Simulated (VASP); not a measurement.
A run of VASP 6.6.1:

The input INCAR:

```
PREC = Accurate
ENCUT = 520
EDIFF = 1E-7
ISMEAR = 0
SIGMA = 0.1
LREAL = Auto
LASPH = True
NELM = 60
ALGO = Normal
ISIF = 2
LWAVE = False
LCHARG = False
GGA = PE
NBANDS = 128
```

Contents of KPOINTS:

```
Automatic mesh
0
Gamma
  3 3 3
```

POSCAR

```
Al
1.0
    2.0208104482      0.0000000000     10.1040522408
  -10.1040522408      2.0208104482      0.0000000000
    0.0000000000    -10.1040522408     -2.0208104482
Al
61
Direct
    0.1775858379      0.4352426462      0.8872796218
    0.1292348700      0.2223871777      0.6478869901
    0.0804623137      0.0159625492      0.4034670312
    0.3682495768      0.2706430938      0.8539369132
    0.3198549454      0.0643135171      0.6163224997
    0.5642749043      0.1130860734      0.8227471283
    0.1933457751      0.8421289513      0.9650162357
    0.1449948072      0.6292734828      0.7256236040
    0.0970285231      0.4180149290      0.4846665693
    0.0482689110      0.2099221538      0.2419030018
    0.0027256998      0.0002026120     -0.0034192739
    0.3872461934      0.6777106783      0.9357311084
    0.3389544119      0.4677094534      0.6934302013
    0.2905698181      0.2582139353      0.4519042267
    0.2421183315      0.0485535799      0.2094361946
    0.5800053703      0.5151221474      0.9029045975
    0.5329205195      0.3069212815      0.6618928030
    0.4830753662      0.0965198640      0.4206947484
    0.7755334581      0.3540431081      0.8707134124
    0.7258389337      0.1452794761      0.6287875236
    0.9711612094      0.1908226873      0.8385070654
    0.1138050223      0.8252988103      0.5680665836
    0.0648373380      0.6135430168      0.3235875301
    0.0167315127      0.4038882614      0.0811148299
    0.3514194358      0.8736934417      0.7743961604
    0.3058491325      0.6606278676      0.5317883959
    0.2577433071      0.4509731122      0.2893156957
    0.2087756228      0.2392173188      0.0448366422
    0.5967417114      0.9192366529      0.9841157022
    0.5470471871      0.7104730209      0.7421898135
    0.5003615816      0.5008756351      0.5001428370
    0.4515668665      0.2900716342      0.2581406088
    0.3996753519      0.0797433648      0.0134108671
    0.7896601257      0.7575948475      0.9510104228
    0.7425752749      0.5493939817      0.7099986284
    0.6926727520      0.3385668405      0.4673803539
    0.6441544054      0.1287110491      0.2251666606
    0.9836262333      0.5968066757      0.9194730245
    0.9353344518      0.3868054508      0.6771721174
    0.8866271056      0.1768168744      0.4348214160
    0.0320108270      0.8063021937      0.1609989991
    0.2743117342      0.8545939752      0.3710002240
    0.2255521220      0.6465012000      0.1282366565
    0.5158377088      0.9029785690      0.5804957421
    0.4675990985      0.6931868055      0.3378340423
    0.4191038923      0.4839470604      0.0967281568
    0.7583057408      0.9514300556      0.7901560975
    0.7096013267      0.7419815206      0.5486380432
    0.6612903226      0.5322580645      0.3064516129
    0.6129793185      0.3225346084      0.0642651826
    0.9543310683      0.7938730352      0.7589663126
    0.9034767529      0.5805690686      0.5161750690
    0.8549815466      0.3713293235      0.2750691835
    0.8067429363      0.1615375601      0.0324074837
    0.4359535396      0.8876992546      0.1780818098
    0.6784262397      0.9358050800      0.3877365652
    0.6299078932      0.7259492886      0.1455228719
    0.9229052933      0.9847727643      0.5994923587
    0.8710137787      0.7744444948      0.3547626170
    0.8222190636      0.5636404939      0.1127603888
    0.8395052790      0.9679962651      0.1922084774
```

Potentials or basis: VASP PAW PBE potentials, release 64 (Al).

Run with:

```bash
$ cat potpaw_PBE.64/Al/POTCAR > POTCAR
$ mpirun -np 1 vasp_std > vasp.out
```

Hardware: 1 thread of AMD EPYC 9R45 96-Core Processor (Zen 5), on a shared host.

Q: Estimate the wall time of this run.

A: Wall time 13 min on 1 thread of AMD EPYC 9R45 96-Core Processor (Zen 5), with other jobs on the host, peak memory 1.1 GiB. Counts: scf iterations 17, k points 6.
